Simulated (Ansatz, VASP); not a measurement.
## One calculation of HfN, two programs

```xyz
2
Lattice="0.0000 2.4458 2.5192 2.4458 0.0000 2.5192 2.4458 2.4458 0.0000" Properties=species:S:1:pos:R:3 pbc="T T T"
Hf    0.0000    0.0000    0.0000
N     3.6687    3.6687    3.7788
```

Change from the starting cell: strain +0.000 along x and y, +0.030 along z, atoms carried along.

Alike in both runs: task single point; functional r2SCAN; k mesh 22 × 22 × 22; occupations gaussian, width 0.15 eV; no spin polarisation.

|  | VASP | Ansatz |
| --- | --- | --- |
| version | VASP 6.6.1 | Ansatz 0.2.0 |
| potentials or method | VASP PAW PBE potentials, release 64 (Hf_pv, N), cutoff 520 eV | scalar-relativistic, plane waves, PAW |
| valence electrons in the cell | 15 | 31 |

Ansatz gave:

```
gap on the k mesh at the Fermi level (eV)                     : none
pressure (GPa)                                                : -5.7
traceless stress, the component that is largest in VASP (GPa) : -3.40
```

Question: Which values does VASP return?

Answer: gap on the k mesh at the Fermi level (eV): none; pressure (GPa): -7.1; traceless stress, the component that is largest in VASP (GPa): -3.43.

VASP's potentials were made for PBE, not for r2SCAN. A gap of «none» marks a metal or a gap that the smearing closes. With one functional, cell and mesh, what is left measures potentials, basis and numerics. VASP's potentials hold 15 valence electrons a cell and Ansatz's 31, so a difference there can come from the potentials and not from the codes.

Spin-orbit coupling is off throughout.
